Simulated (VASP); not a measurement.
# InSe (P6_3/mmc) in VASP: single point with LDA

Aim: the single point of InSe with LDA.

Program: VASP 6.6.1. These are calculated values, not measurements. Logs are shortened: lines on timing, memory, paths and dates and some standing lists are left out, and cuts for length are marked.

### Step 1. The cell of the first run

It takes space group P6_3/mmc (No. 194, hexagonal). Conventional cell: a = 3.967 Å, b = 3.967 Å, c = 16.456 Å, α = 90.00°, β = 90.00°, γ = 120.00°. In (site symmetry 3m) has 3 Se at 2.62 Å and 1 In at 2.74 Å within 3.5 Å. Se (site symmetry 3m) has 3 In at 2.62 Å within 3.5 Å.

### Step 2. Single point, LDA

File INCAR:

```
SYSTEM = InSe
PREC = Accurate
ENCUT = 520
EDIFF = 1E-7
ISMEAR = 0
SIGMA = 0.01
LREAL = .False.
LASPH = .True.
NELM = 60
ALGO = Normal
ISIF = 2
LWAVE = .False.
LCHARG = .False.
GGA = CA
NBANDS = 48
```

File KPOINTS:

```
Automatic mesh
0
Gamma
  10 10 3
  0 0 0
```

File POSCAR:

```
InSe
1.0
    3.9671095813      0.0000000000      0.0000000000
   -1.9835547906      3.4356176770      0.0000000000
    0.0000000000      0.0000000000     16.4557359855
In Se
4 4
Direct
    0.3333333333      0.6666666667      0.1666734994
    0.6666666667      0.3333333333      0.6666734994
    0.3333333333      0.6666666667      0.3333265006
    0.6666666667      0.3333333333      0.8333265006
    0.3333333333      0.6666666667      0.5894410712
    0.6666666667      0.3333333333      0.0894410712
    0.3333333333      0.6666666667      0.9105589288
    0.6666666667      0.3333333333      0.4105589288
```

Potentials or basis: VASP PAW LDA potentials, release 64 (In_d, Se).

Started as:

```console
$ cat potpaw_LDA.64/In_d/POTCAR potpaw_LDA.64/Se/POTCAR > POTCAR
$ mpirun -np 1 vasp_std > vasp.out
```

OUTCAR:

```text
SYSTEM = InSe
   PREC = Accurate
   ENCUT = 520
   EDIFF = 1E-7
   ISMEAR = 0
   LREAL = .False.
   LASPH = .True.
   NELM = 60
   ISIF = 2
   GGA = CA

 ion  position               nearest neighbor table
   1  0.333  0.667  0.167-   6 2.62   6 2.62   6 2.62   3 2.74
   2  0.667  0.333  0.667-   5 2.62   5 2.62   5 2.62   4 2.74
   3  0.333  0.667  0.333-   8 2.62   8 2.62   8 2.62   1 2.74
   4  0.667  0.333  0.833-   7 2.62   7 2.62   7 2.62   2 2.74
   5  0.333  0.667  0.589-   2 2.62   2 2.62   2 2.62
   6  0.667  0.333  0.089-   1 2.62   1 2.62   1 2.62
   7  0.333  0.667  0.911-   4 2.62   4 2.62   4 2.62
   8  0.667  0.333  0.411-   3 2.62   3 2.62   3 2.62

  LATTYP: Found a hexagonal cell.
 ALAT       =     3.9671095813
 C/A-ratio  =     4.1480417035

  Lattice vectors:

 A1 = (   3.9671095813,   0.0000000000,   0.0000000000)
 A2 = (  -1.9835547906,   3.4356176770,   0.0000000000)
 A3 = (   0.0000000000,   0.0000000000,  16.4557359855)

Analysis of symmetry for initial positions (statically):
=====================================================================
 Subroutine PRICEL returns:
 Original cell was already a primitive cell.

 Routine SETGRP: Setting up the symmetry group for a
 hexagonal supercell.

 Subroutine GETGRP returns: Found 24 space group operations
 (whereof 12 operations were pure point group operations)
 out of a pool of 24 trial point group operations.

The static configuration has the point symmetry D_3d.
 The point group associated with its full space group is D_6h.

Analysis of symmetry for dynamics (positions and initial velocities):
=====================================================================
 Subroutine PRICEL returns:
 Original cell was already a primitive cell.

 Routine SETGRP: Setting up the symmetry group for a
 hexagonal supercell.

 Subroutine GETGRP returns: Found 24 space group operations
 (whereof 12 operations were pure point group operations)
 out of a pool of 24 trial point group operations.

The dynamic configuration has the point symmetry D_3d.
 The point group associated with its full space group is D_6h.

 Subroutine INISYM returns: Found 24 space group operations
 (whereof 12 operations are pure point group operations),
 and found     1 'primitive' translations

----------------------------------------------------------------------------------------

[... 110 lines left out ...]
   ISIF   =      2    stress and relaxation
   ISYM   =      2    0-nonsym 1-usesym 2-fastsym
   POTIM  = 0.5000    time-step for ionic-motion
   TEBEG  =    0.0;   TEEND  =   0.0 temperature during run
   PSTRESS=    0.0 pullay stress
   NELECT =      76.0000    total number of electrons
   NUPDOWN=      -1.0000    fix difference up-down
   EMIN   =  10.00;   EMAX   =-10.00  energy-range for DOS
   EFERMI =   0.00;   METHOD = LEGACY
   ISMEAR =     0;   SIGMA  =   0.01  broadening in eV -4-tet -1-fermi 0-gaus
   EFERMI_NEDOS =   21; number of points for ismear=-14 and -15
   IALGO  =     38    algorithm
   IMIX   =      4    mixing-type and parameters
     AMIX     =   0.40;   BMIX     =  1.00
     AMIX_MAG =   1.60;   BMIX_MAG =  1.00
  volume/ion in A,a.u.               =      28.04       189.19
  Fermi-wavevector in a.u.,A,eV,Ry     =   1.141337  2.156814 17.723633  1.302650
  Thomas-Fermi vector in A             =   2.278037
   LORBIT       =      0    0 simple, 1 ext, 2 COOP (PROOUT), +10 PAW based schemes
   GGA     = CA    functional components
   LHFCALC =     F    Hartree Fock is set to
   AEXX    =    0.0000 exact exchange contribution
   IVDW    =     0    specifies the selected vdW correction
   LEPSILON=     F    determine dielectric tensor
   LRPA    =     F    only Hartree local field effects (RPA)
 non-spin polarized calculation
 Gauss-broadening in eV      SIGMA  =   0.01
  energy-cutoff  :      520.00
  volume of cell :      224.28
 maximum number of plane-waves:      6103
 NGX is ok and might be reduce to    30
   NGX = 15   NGY = 15   NGZ = 61

 number of electron      75.9999981 magnetization

 Free energy of the ion-electron system (eV)
  ---------------------------------------------------
  ext. energy  EPLUGINS =         0.00000000
  ---------------------------------------------------
  free energy    TOTEN  =       -33.32979614 eV

  energy without entropy =      -33.32979614  energy(sigma->0) =      -33.32979614

 E-fermi :   4.4778     XC(G=0):  -9.4508

 val. band max:        4.3835717689   @ k =   0.0000   0.0000   0.0000
 cond. band min:       4.6759664362   @ k =   0.0000   0.0000   0.0000
 fundamental gap:      0.2923946673
 Fermi energy:         4.4778326139

 k-point     1 :       0.0000    0.0000    0.0000
  band No.  band energies     occupation
      1     -10.5023      2.00000
      2     -10.5016      2.00000
      3     -10.2828      2.00000
      4     -10.2828      2.00000
      5     -10.2822      2.00000
      6     -10.2822      2.00000
[... 1213 lines left out ...]
     47       8.5787      0.00000
     48       8.7232      0.00000

 [... further k-points ...]

------------------------ aborting loop because EDIFF is reached ----------------------------------------

  FORCE on cell =-STRESS in cart. coord.  units (eV):
  Direction    XX          YY          ZZ          XY          YZ          ZX
  --------------------------------------------------------------------------------------
  -------------------------------------------------------------------------------------
  Total        0.1715367      0.1715367      0.2070273      0.0000000     -0.0000000      0.0000000
  in kB        1.2253812      1.2253812      1.4789102      0.0000000     -0.0000000      0.0000000
  external PRESSURE =       1.3098908 kB  Pullay stress =       0.0000000 kB

 VOLUME and BASIS-vectors are now :
 -----------------------------------------------------------------------------
  energy-cutoff  :      520.00
  volume of cell :      224.28
      direct lattice vectors                 reciprocal lattice vectors
     3.967109581  0.000000000  0.000000000     0.252072694  0.145534238  0.000000000
    -1.983554791  3.435617677  0.000000000     0.000000000  0.291068476  0.000000000
     0.000000000  0.000000000 16.455735985     0.000000000  0.000000000  0.060769084

 POSITION                                       TOTAL-FORCE (eV/Angst)
 -----------------------------------------------------------------------------------
     -0.00000      2.29041      2.74274        -0.000000      0.000000      0.013151
      1.98355      1.14521     10.97060         0.000000     -0.000000      0.013151
     -0.00000      2.29041      5.48513         0.000000      0.000000     -0.013151
      1.98355      1.14521     13.71300        -0.000000     -0.000000     -0.013151
     -0.00000      2.29041      9.69969        -0.000000     -0.000000     -0.028266
      1.98355      1.14521      1.47182         0.000000      0.000000     -0.028266
     -0.00000      2.29041     14.98392        -0.000000      0.000000      0.028266
      1.98355      1.14521      6.75605         0.000000      0.000000      0.028266
 -----------------------------------------------------------------------------------
    total drift:                               -0.000000      0.000000      0.000000

  FREE ENERGIE OF THE ION-ELECTRON SYSTEM (eV)
  ---------------------------------------------------
  free  energy   TOTEN  =       -33.3297961377 eV

  energy  without entropy=      -33.3297961377  energy(sigma->0) =      -33.32979614
```

stdout:

```text
POSCAR found type information on POSCAR InSe
 POSCAR found :  2 types and       8 ions
 scaLAPACK will be used
 LDA part: xc-table for (Slater(with rela. corr.)+CA(PZ))
 , standard interpolation
 POSCAR, INCAR and KPOINTS ok, starting setup
 FFT: planning ... GRIDC
 FFT: planning ... GRID_SOFT
 FFT: planning ... GRID
 WAVECAR not read
 entering main loop
```

Wall time 11 min (1 thread of Oxide Virtual Turin-like, shared host); peak memory 0.37 GiB.

Results:

```yaml
Free_energy: -33.3298 eV
Pressure: 0.1 GPa
Largest_force: 0.028 eV/Å
Band_gap_on_the_k_mesh: 0.29 eV
```

Forces in eV/Å, atoms in the order of the input:
```
In   0.000  0.000  0.013
In   0.000  0.000  0.013
In   0.000  0.000 -0.013
In   0.000  0.000 -0.013
Se   0.000  0.000 -0.028
Se   0.000  0.000 -0.028
Se   0.000  0.000  0.028
Se   0.000  0.000  0.028
```

Caveat: semilocal functionals underestimate gaps, and a narrow one can read as zero; spin-orbit coupling is left out, which moves the levels of the heavy elements.
